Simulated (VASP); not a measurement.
# PbSe (Clausthalite) in VASP: notebook, part 2 of 2

VASP 6.6.1. The steps go on from the part before.

## 4. Single point, r2SCAN

Contents of POSCAR:

```
PbSe
1.0
    0.0000000000      3.0606500000      3.0606500000
    3.0606500000      0.0000000000      3.0606500000
    3.0606500000      3.0606500000      0.0000000000
Pb Se
1 1
Direct
    0.0000000000      0.0000000000      0.0000000000
    0.5100000000      0.5000000000      0.5000000000
```

Contents of INCAR.step1:

```
PREC     = Accurate       # precision mode
ENCUT    = 550            # plane-wave cutoff, eV
ISMEAR   = 0              # smearing method
SIGMA    = 0.01           # smearing width, eV
LREAL    = False          # projectors in reciprocal space
LASPH    = True           # aspherical terms in the spheres
NELM     = 120            # most SCF steps
NBANDS   = 17             # bands
GGA      = PE             # functional
ALGO     = Normal         # electronic algorithm
EDIFF    = 1E-5           # SCF threshold, eV
LWAVE    = True           # write WAVECAR
LCHARG   = False          # write CHGCAR
GGA_COMPAT= False
```

Contents of INCAR.step2:

```
PREC     = Accurate       # precision mode
ENCUT    = 550            # plane-wave cutoff, eV
EDIFF    = 1E-6           # SCF threshold, eV
ISMEAR   = 0              # smearing method
SIGMA    = 0.01           # smearing width, eV
LREAL    = False          # projectors in reciprocal space
LASPH    = True           # aspherical terms in the spheres
NELM     = 120            # most SCF steps
ALGO     = Normal         # electronic algorithm
ISIF     = 2              # what is computed and relaxed
LWAVE    = False          # write WAVECAR
LCHARG   = True           # write CHGCAR
METAGGA  = R2SCAN         # meta-GGA
LMIXTAU  = True         
LELF     = True           # ELF
LVHAR    = True         
NBANDS   = 17             # bands
ISTART   = 1            
GGA_COMPAT= False
```

Contents of KPOINTS:

```
regular mesh
0
Gamma
  4 4 4
```

Potentials or basis: VASP PAW PBE potentials, release 64 (Pb_d, Se).

Run with:

```console
cat potpaw_PBE.64/Pb_d/POTCAR potpaw_PBE.64/Se/POTCAR > POTCAR
cp INCAR.step1 INCAR
mpirun -np 1 vasp_std > vasp.out
cp INCAR.step2 INCAR
mpirun -np 1 vasp_std > vasp.out
```

OUTCAR:

```text
PREC = Accurate
   ENCUT = 550
   EDIFF = 1E-6
   ISMEAR = 0
   LREAL = False
   LASPH = True
   NELM = 120
   ISIF = 2
   METAGGA = R2SCAN
   ISTART = 1

 ion  position               nearest neighbor table
   1  0.000  0.000  0.000-   2 3.03   2 3.03   2 3.06   2 3.06   2 3.09   2 3.09
   2  0.510  0.500  0.500-   1 3.03   1 3.03   1 3.06   1 3.06   1 3.09   1 3.09

  LATTYP: Found a face centered cubic cell.
 ALAT       =     6.1213000000

  Lattice vectors:

[... 540 lines left out ...]

  FORCE on cell =-STRESS in cart. coord.  units (eV):
  Direction    XX          YY          ZZ          XY          YZ          ZX
  --------------------------------------------------------------------------------------
  -------------------------------------------------------------------------------------
  Total        0.5615824      0.5775507      0.5775507     -0.0000000      0.0026430      0.0000000
  in kB       15.6910887     16.1372559     16.1372559     -0.0000000      0.0738487      0.0000000
  external PRESSURE =      15.9885335 kB  Pullay stress =       0.0000000 kB

 VOLUME and BASIS-vectors are now :
 -----------------------------------------------------------------------------
  energy-cutoff  :      550.00
  volume of cell :       57.34
      direct lattice vectors                 reciprocal lattice vectors
     0.000000000  3.060650000  3.060650000    -0.163363991  0.163363991  0.163363991
     3.060650000  0.000000000  3.060650000     0.163363991 -0.163363991  0.163363991
     3.060650000  3.060650000  0.000000000     0.163363991  0.163363991 -0.163363991

 POSITION                                       TOTAL-FORCE (eV/Angst)
 -----------------------------------------------------------------------------------
      0.00000      0.00000      0.00000         0.000000     -0.011188     -0.011188
      3.06065      3.09126      3.09126        -0.000000      0.011188      0.011188
 -----------------------------------------------------------------------------------
    total drift:                                0.000000     -0.000150     -0.000150

  FREE ENERGIE OF THE ION-ELECTRON SYSTEM (eV)
  ---------------------------------------------------
  free  energy   TOTEN  =       -71.9211889945 eV

  energy  without entropy=      -71.9211889945  energy(sigma->0) =      -71.92118899
```

OUTCAR.step1:

```text
PREC = Accurate
   ENCUT = 550
   ISMEAR = 0
   LREAL = False
   LASPH = True
[... 573 lines left out ...]
      0.00000      0.00000      0.00000         0.000000     -0.023447     -0.023447
      3.06065      3.09126      3.09126         0.000000      0.023447      0.023447
 -----------------------------------------------------------------------------------
    total drift:                                0.000000      0.000043      0.000043

  FREE ENERGIE OF THE ION-ELECTRON SYSTEM (eV)
  ---------------------------------------------------
  free  energy   TOTEN  =        -8.1690918213 eV

  energy  without entropy=       -8.1690918213  energy(sigma->0) =       -8.16909182
```

OSZICAR.step1:

```text
N       E                     dE             d eps       ncg     rms          rms(c)
DAV:   1     0.162224183922E+03    0.16222E+03   -0.96562E+03   612   0.125E+03
DAV:   2     0.389752506318E+01   -0.15833E+03   -0.15225E+03   646   0.316E+02
DAV:   3    -0.816866937729E+01   -0.12066E+02   -0.11974E+02   811   0.922E+01
DAV:   4    -0.844588750759E+01   -0.27722E+00   -0.27700E+00   736   0.153E+01
DAV:   5    -0.845552226807E+01   -0.96348E-02   -0.96343E-02   915   0.282E+00    0.276E+00
DAV:   6    -0.817113158236E+01    0.28439E+00   -0.72937E-01   924   0.575E+00    0.158E+00
DAV:   7    -0.816630096796E+01    0.48306E-02   -0.11774E-01   736   0.165E+00    0.866E-01
DAV:   8    -0.816943599903E+01   -0.31350E-02   -0.12994E-02   792   0.122E+00    0.162E-01
DAV:   9    -0.816902175511E+01    0.41424E-03   -0.27240E-03   915   0.491E-01    0.502E-02
DAV:  10    -0.816908414210E+01   -0.62387E-04   -0.22840E-04   751   0.838E-02    0.182E-02
DAV:  11    -0.816909182128E+01   -0.76792E-05   -0.46911E-05   805   0.653E-02
   1 F= -.81690918E+01 E0= -.81690918E+01  d E =-.150809E-11
```

Run time: 67 s. Hardware: 1 thread of Intel Xeon Platinum 8259CL at 2.50GHz (Skylake/Cascade Lake), shared host; peak memory 0.21 GiB.

Results:

```
Free energy            : -71.9212 eV
Pressure               : 1.6 GPa
Largest force          : 0.016 eV/Å
Band gap on the k mesh : 0.59 eV, direct
```

Forces on the atoms (eV/Å):
```
Pb   0.000 -0.011 -0.011
Se   0.000  0.011  0.011
```

Caveat: the k points lie up to 0.44 Å⁻¹ apart; the PAW data sets were made with another functional, which shifts forces and pressure a little; spin-orbit coupling is left out, which moves the levels of the heavy elements.

## 5. Single point, r2SCAN

POSCAR: that of step 4 with these lines changed.

```diff
@@ -9,2 +9,2 @@
     0.0000000000      0.0000000000      0.0000000000
-    0.5100000000      0.5000000000      0.5000000000
+    0.5150000000      0.5000000000      0.5000000000
```

Contents of INCAR.step1:

```
  ALGO = Normal
  EDIFF = 1E-5
  ENCUT = 550
  GGA = PE
  GGA_COMPAT = False
  ISMEAR = 0
  LASPH = True
  LCHARG = False
  LREAL = False
  LWAVE = True
  NBANDS = 17
  NELM = 120
  PREC = Accurate
  SIGMA = 0.01
```

Contents of INCAR.step2:

```
  ALGO = Normal
  EDIFF = 1E-6
  ENCUT = 550
  GGA_COMPAT = False
  ISIF = 2
  ISMEAR = 0
  ISTART = 1
  LASPH = True
  LCHARG = False
  LMIXTAU = True
  LREAL = False
  LWAVE = False
  METAGGA = R2SCAN
  NBANDS = 17
  NELM = 120
  PREC = Accurate
  SIGMA = 0.01
```

Contents of KPOINTS:

```
k-points
0
Gamma
  4 4 4
```

Potentials or basis: VASP PAW PBE potentials, release 64 (Pb_d, Se).

Run with:

```console
cat potpaw_PBE.64/Pb_d/POTCAR potpaw_PBE.64/Se/POTCAR > POTCAR
cp INCAR.step1 INCAR
mpirun -np 1 vasp_std > vasp.out
cp INCAR.step2 INCAR
mpirun -np 1 vasp_std > vasp.out
```

OUTCAR:

```text
EDIFF = 1E-6
   ENCUT = 550
   ISIF = 2
   ISMEAR = 0
   ISTART = 1
   LASPH = True
   LREAL = False
   METAGGA = R2SCAN
   NELM = 120
   PREC = Accurate

 ion  position               nearest neighbor table
   1  0.000  0.000  0.000-   2 3.02   2 3.02   2 3.06   2 3.06   2 3.11   2 3.11
   2  0.515  0.500  0.500-   1 3.02   1 3.02   1 3.06   1 3.06   1 3.11   1 3.11

  LATTYP: Found a face centered cubic cell.
 ALAT       =     6.1213000000

  Lattice vectors:

 A1 = (   0.0000000000,   3.0606500000,   3.0606500000)
 A2 = (   3.0606500000,   0.0000000000,   3.0606500000)
 A3 = (   3.0606500000,   3.0606500000,   0.0000000000)

Analysis of symmetry for initial positions (statically):
=====================================================================
 Subroutine PRICEL returns:
 Original cell was already a primitive cell.

 Routine SETGRP: Setting up the symmetry group for a
 face centered cubic supercell.

 Subroutine GETGRP returns: Found  4 space group operations
 (whereof  4 operations were pure point group operations)
 out of a pool of 48 trial point group operations.

[... 152 lines left out ...]
  free energy    TOTEN  =       -71.92157273 eV

  energy without entropy =      -71.92157273  energy(sigma->0) =      -71.92157273

 E-fermi :   4.9941     XC(G=0): -10.0681

 val. band max:        4.9165801364   @ k =   0.0000   0.5000   0.0000
 cond. band min:       5.5073615181   @ k =   0.0000   0.5000   0.0000
 fundamental gap:      0.5907813817
 Fermi energy:         4.9940696509

 k-point     1 :       0.0000    0.0000    0.0000
  band No.  band energies     occupation
      1     -12.5492      2.00000
      2     -12.5489      2.00000
      3     -12.5486      2.00000
      4     -12.5465      2.00000
      5     -12.5465      2.00000
      6      -9.2412      2.00000
[... 337 lines left out ...]
      4     -12.5364      2.00000
      5     -12.5038      2.00000
      6      -7.7128      2.00000
[... 9 lines left out ...]
     16      17.3921      0.00000
     17      18.0943      0.00000

------------------------ aborting loop because EDIFF is reached ----------------------------------------

  FORCE on cell =-STRESS in cart. coord.  units (eV):
  Direction    XX          YY          ZZ          XY          YZ          ZX
  --------------------------------------------------------------------------------------
  -------------------------------------------------------------------------------------
  Total        0.5549176      0.5905003      0.5905003     -0.0000000      0.0060600     -0.0000000
  in kB       15.5048693     16.4990799     16.4990799     -0.0000000      0.1693213     -0.0000000
  external PRESSURE =      16.1676764 kB  Pullay stress =       0.0000000 kB

 VOLUME and BASIS-vectors are now :
 -----------------------------------------------------------------------------
  energy-cutoff  :      550.00
  volume of cell :       57.34
      direct lattice vectors                 reciprocal lattice vectors
     0.000000000  3.060650000  3.060650000    -0.163363991  0.163363991  0.163363991
     3.060650000  0.000000000  3.060650000     0.163363991 -0.163363991  0.163363991
     3.060650000  3.060650000  0.000000000     0.163363991  0.163363991 -0.163363991

 POSITION                                       TOTAL-FORCE (eV/Angst)
 -----------------------------------------------------------------------------------
      0.00000      0.00000      0.00000        -0.000000     -0.013545     -0.013545
      3.06065      3.10656      3.10656         0.000000      0.013545      0.013545
 -----------------------------------------------------------------------------------
    total drift:                                0.000000     -0.000190     -0.000190

  FREE ENERGIE OF THE ION-ELECTRON SYSTEM (eV)
  ---------------------------------------------------
  free  energy   TOTEN  =       -71.9215727272 eV

  energy  without entropy=      -71.9215727272  energy(sigma->0) =      -71.92157273
```

OUTCAR.step1:

```text
EDIFF = 1E-5
   ENCUT = 550
   GGA = PE
   ISMEAR = 0
   LASPH = True
[... 572 lines left out ...]
 -----------------------------------------------------------------------------------
      0.00000      0.00000      0.00000        -0.000000     -0.025438     -0.025438
      3.06065      3.10656      3.10656         0.000000      0.025438      0.025438
 -----------------------------------------------------------------------------------
    total drift:                                0.000000      0.000012      0.000012

  FREE ENERGIE OF THE ION-ELECTRON SYSTEM (eV)
  ---------------------------------------------------
  free  energy   TOTEN  =        -8.1698572188 eV

  energy  without entropy=       -8.1698572188  energy(sigma->0) =       -8.16985722
```

Wall time 63 s (1 thread of Intel Xeon Platinum 8259CL at 2.50GHz (Skylake/Cascade Lake), shared host); peak memory 0.21 GiB.

What came out:

| Item | Value |
| --- | --- |
| Free energy | -71.9216 eV |
| Pressure | 1.6 GPa |
| Largest force | 0.019 eV/Å |
| Band gap on the k mesh | 0.59 eV, direct |

Forces in eV/Å, atoms in the order of the input:
```
Pb   0.000 -0.014 -0.014
Se   0.000  0.014  0.014
```

Caveat: the k points lie up to 0.44 Å⁻¹ apart; the PAW data sets were made with another functional, which shifts forces and pressure a little; spin-orbit coupling is left out, which moves the levels of the heavy elements.

## 6. Single point, r2SCAN

POSCAR: that of step 5 with these lines changed.

```diff
@@ -9,2 +9,2 @@
     0.0000000000      0.0000000000      0.0000000000
-    0.5150000000      0.5000000000      0.5000000000
+    0.5200000000      0.5000000000      0.5000000000
```

Contents of INCAR.step1:

```
PREC = Accurate ; ENCUT = 550
ISMEAR = 0 ; SIGMA = 0.01
LREAL = F ; LASPH = T
NELM = 120 ; NBANDS = 17
GGA = PE ; ALGO = Normal
EDIFF = 1E-5 ; LWAVE = T
LCHARG = F ; GGA_COMPAT = F
```

Contents of INCAR.step2:

```
PREC = Accurate ; ENCUT = 550
EDIFF = 1E-6 ; ISMEAR = 0
SIGMA = 0.01 ; LREAL = F
LASPH = T ; NELM = 120
ALGO = Normal ; ISIF = 2
LWAVE = F ; LCHARG = T
METAGGA = R2SCAN ; LMIXTAU = T
LELF = T ; LVHAR = T
NBANDS = 17 ; ISTART = 1
GGA_COMPAT = F
```

Contents of KPOINTS:

```
regular mesh
0
Gamma
  4 4 4
```

Potentials or basis: VASP PAW PBE potentials, release 64 (Pb_d, Se).

Run with:

```console
cat potpaw_PBE.64/Pb_d/POTCAR potpaw_PBE.64/Se/POTCAR > POTCAR
cp INCAR.step1 INCAR
mpirun -np 1 vasp_std > vasp.out
cp INCAR.step2 INCAR
mpirun -np 1 vasp_std > vasp.out
```

Wall time 65 s (1 thread of Intel Xeon Platinum 8259CL at 2.50GHz (Skylake/Cascade Lake), shared host); peak memory 0.21 GiB.

The run converged. Its results:

| Item | Value |
| --- | --- |
| Free energy | -71.9220 eV |
| Pressure | 1.6 GPa |
| Largest force | 0.018 eV/Å |
| Band gap on the k mesh | 0.60 eV, direct |

Forces on the atoms (eV/Å):
```
Pb   0.000 -0.013 -0.013
Se   0.000  0.013  0.013
```

Stress tensor (GPa, compression positive):
```
1.53 0.00 0.00
0.00 1.70 0.03
0.00 0.03 1.70
```

Levels at points of the mesh, in eV from the valence-band top:
```tsv
k point	band 6	band 7	band 8	band 9	band 10	band 11	band 12	band 13	band 14	band 15
(0.00, 0.00, 0.00)	-14.16	-6.35	-2.04	-2.03	-2.03	4.99	4.99	5.05	6.96	7.01
(0.50, 0.00, 0.00)	-13.07	-9.05	-1.64	-1.62	-0.05	0.63	1.92	1.94	9.06	10.68
(0.00, 0.50, 0.00)	-13.06	-9.07	-1.64	-1.63	0.00	0.60	1.94	1.95	9.08	10.67
(0.50, 0.50, 0.00)	-12.66	-7.57	-5.13	-3.39	-3.39	3.99	6.01	6.03	6.48	11.82
(0.00, 0.50, 0.50)	-12.66	-7.55	-5.16	-3.40	-3.37	3.95	6.01	6.07	6.47	11.82
```

Caveat: the k points lie up to 0.44 Å⁻¹ apart; the PAW data sets were made with another functional, which shifts forces and pressure a little; spin-orbit coupling is left out, which moves the levels of the heavy elements. A k mesh can miss the band edges.

## 7. Single point, r2SCAN

POSCAR: that of step 6 with these lines changed.

```diff
@@ -9,2 +9,2 @@
     0.0000000000      0.0000000000      0.0000000000
-    0.5200000000      0.5000000000      0.5000000000
+    0.5250000000      0.5000000000      0.5000000000
```

Contents of INCAR.step1:

```
SYSTEM = PbSe
PREC = Accurate
ENCUT = 550
ISMEAR = 0
SIGMA = 0.01
LREAL = .FALSE.
LASPH = .TRUE.
NELM = 120
NBANDS = 17
GGA = PE
ALGO = Normal
EDIFF = 1E-5
LWAVE = .TRUE.
LCHARG = .FALSE.
GGA_COMPAT = .FALSE.
```

Contents of INCAR.step2:

```
SYSTEM = PbSe
PREC = Accurate
ENCUT = 550
EDIFF = 1E-6
ISMEAR = 0
SIGMA = 0.01
LREAL = .FALSE.
LASPH = .TRUE.
NELM = 120
ALGO = Normal
ISIF = 2
LWAVE = .FALSE.
LCHARG = .FALSE.
METAGGA = R2SCAN
LMIXTAU = .TRUE.
NBANDS = 17
ISTART = 1
GGA_COMPAT = .FALSE.
```

Contents of KPOINTS:

```
regular mesh
0
G
  4 4 4
  0 0 0
```

Potentials or basis: VASP PAW PBE potentials, release 64 (Pb_d, Se).

Run with:

```console
cat potpaw_PBE.64/Pb_d/POTCAR potpaw_PBE.64/Se/POTCAR > POTCAR
cp INCAR.step1 INCAR
mpirun -np 1 vasp_std > vasp.out
cp INCAR.step2 INCAR
mpirun -np 1 vasp_std > vasp.out
```

OUTCAR:

```text
SYSTEM = PbSe
   PREC = Accurate
   ENCUT = 550
   EDIFF = 1E-6
   ISMEAR = 0
   LREAL = .FALSE.
   LASPH = .TRUE.
   NELM = 120
   ISIF = 2
   METAGGA = R2SCAN
   ISTART = 1

 ion  position               nearest neighbor table
   1  0.000  0.000  0.000-   2 2.99   2 2.99   2 3.06   2 3.06   2 3.14   2 3.14
   2  0.525  0.500  0.500-   1 2.99   1 2.99   1 3.06   1 3.06   1 3.14   1 3.14

  LATTYP: Found a face centered cubic cell.
 ALAT       =     6.1213000000

  Lattice vectors:

[... 540 lines left out ...]

  FORCE on cell =-STRESS in cart. coord.  units (eV):
  Direction    XX          YY          ZZ          XY          YZ          ZX
  --------------------------------------------------------------------------------------
  -------------------------------------------------------------------------------------
  Total        0.5338479      0.6306039      0.6306039      0.0000000      0.0167903     -0.0000000
  in kB       14.9161629     17.6196076     17.6196076      0.0000000      0.4691359     -0.0000000
  external PRESSURE =      16.7184593 kB  Pullay stress =       0.0000000 kB

 VOLUME and BASIS-vectors are now :
 -----------------------------------------------------------------------------
  energy-cutoff  :      550.00
  volume of cell :       57.34
      direct lattice vectors                 reciprocal lattice vectors
     0.000000000  3.060650000  3.060650000    -0.163363991  0.163363991  0.163363991
     3.060650000  0.000000000  3.060650000     0.163363991 -0.163363991  0.163363991
     3.060650000  3.060650000  0.000000000     0.163363991  0.163363991 -0.163363991

 POSITION                                       TOTAL-FORCE (eV/Angst)
 -----------------------------------------------------------------------------------
      0.00000      0.00000      0.00000        -0.000000     -0.007726     -0.007726
      3.06065      3.13717      3.13717         0.000000      0.007726      0.007726
 -----------------------------------------------------------------------------------
    total drift:                                0.000000     -0.000067     -0.000067

  FREE ENERGIE OF THE ION-ELECTRON SYSTEM (eV)
  ---------------------------------------------------
  free  energy   TOTEN  =       -71.9223037727 eV

  energy  without entropy=      -71.9223037727  energy(sigma->0) =      -71.92230377
```

OSZICAR.step1:

```text
N       E                     dE             d eps       ncg     rms          rms(c)
DAV:   1     0.162376729488E+03    0.16238E+03   -0.96574E+03   612   0.125E+03
DAV:   2     0.388983483985E+01   -0.15849E+03   -0.15240E+03   646   0.316E+02
DAV:   3    -0.816534184554E+01   -0.12055E+02   -0.11961E+02   812   0.922E+01
DAV:   4    -0.844420874272E+01   -0.27887E+00   -0.27863E+00   744   0.153E+01
DAV:   5    -0.845270811131E+01   -0.84994E-02   -0.84985E-02   868   0.260E+00    0.278E+00
DAV:   6    -0.817293479016E+01    0.27977E+00   -0.72237E-01   917   0.574E+00    0.160E+00
DAV:   7    -0.816841178463E+01    0.45230E-02   -0.11455E-01   797   0.163E+00    0.873E-01
DAV:   8    -0.817139327893E+01   -0.29815E-02   -0.12461E-02   732   0.118E+00    0.151E-01
DAV:   9    -0.817102768033E+01    0.36560E-03   -0.25564E-03   942   0.470E-01    0.495E-02
DAV:  10    -0.817108575854E+01   -0.58078E-04   -0.22452E-04   696   0.830E-02    0.168E-02
DAV:  11    -0.817109447408E+01   -0.87155E-05   -0.39482E-05   815   0.580E-02
   1 F= -.81710945E+01 E0= -.81710945E+01  d E =-.164439E-17
```

Run time: 73 s. Hardware: 1 thread of Intel Xeon Platinum 8259CL at 2.50GHz (Skylake/Cascade Lake), shared host; peak memory 0.21 GiB.

Results:

```
Free energy            : -71.9223 eV
Pressure               : 1.7 GPa
Largest force          : 0.011 eV/Å
Band gap on the k mesh : 0.61 eV, direct
```

Forces on the atoms (eV/Å):
```
Pb   0.000 -0.008 -0.008
Se   0.000  0.008  0.008
```

Levels at points of the mesh, in eV from the valence-band top:
| k point | band 8 | band 9 | band 10 | band 11 | band 12 | band 13 |
| --- | --- | --- | --- | --- | --- | --- |
| (0.00, 0.00, 0.00) | -2.05 | -2.02 | -2.02 | 4.96 | 4.97 | 5.05 |
| (0.50, 0.00, 0.00) | -1.65 | -1.62 | -0.07 | 0.66 | 1.92 | 1.96 |
| (0.00, 0.50, 0.00) | -1.65 | -1.64 | 0.00 | 0.61 | 1.96 | 1.97 |
| (0.50, 0.50, 0.00) | -5.12 | -3.39 | -3.39 | 3.97 | 6.02 | 6.05 |
| (0.00, 0.50, 0.50) | -5.16 | -3.41 | -3.36 | 3.92 | 6.02 | 6.11 |

Caveat: the k points lie up to 0.44 Å⁻¹ apart; the PAW data sets were made with another functional, which shifts forces and pressure a little; spin-orbit coupling is left out, which moves the levels of the heavy elements. A k mesh can miss the band edges.
